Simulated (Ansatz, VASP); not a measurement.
## Se in VASP and in Ansatz

```
Se
1.0
     4.36620    0.00000    0.00000
    -2.18310    3.78124    0.00000
     0.00000    0.00000    4.95360
Se
3
Direct
  0.77460 0.77460 0.00000
  0.00000 0.22540 0.66667
  0.22540 0.00000 0.33333
```

Alike in both runs: functional RPBE; k mesh 7 × 7 × 6; occupations fermi-dirac, width 0.05 eV; no spin polarisation.

|  | VASP | Ansatz |
| --- | --- | --- |
| version | VASP 6.6.1 | Ansatz 0.2.0 |
| potentials or method | VASP PAW PBE potentials, release 64 (Se) | Ansatz PAW |
| plane-wave cutoff (eV) | 520 | 420 |
| valence electrons in the cell | 18 | 48 |
| task | single point | band structure |

|  | VASP | Ansatz | Ansatz less VASP |
| --- | --- | --- | --- |
| gap on the k mesh at the Fermi level (eV) | 1.27 | 1.27 | +0.010 |
| least direct gap on the mesh (eV) | 1.51 | 1.52 | +0.011 |
| pressure (GPa) | 4.6 | 4.5 | -0.10 |
| traceless stress, the component that is largest in VASP (GPa) | 1.13 | 1.10 | -0.030 |
| rms of the force components (eV/Å) | 0.240 | 0.226 | -0.0145 |

VASP's potentials were made for PBE, not for RPBE. Atom by atom the forces differ by 0.015 eV/Å (rms over components). With one functional, cell and mesh, what is left measures potentials, basis and numerics. VASP's potentials hold 18 valence electrons a cell and Ansatz's 48, so a difference there can come from the potentials and not from the codes.

Noted on Ansatz's run: the k mesh misses the band edges, so the gap on the mesh is wider than the one along the path.
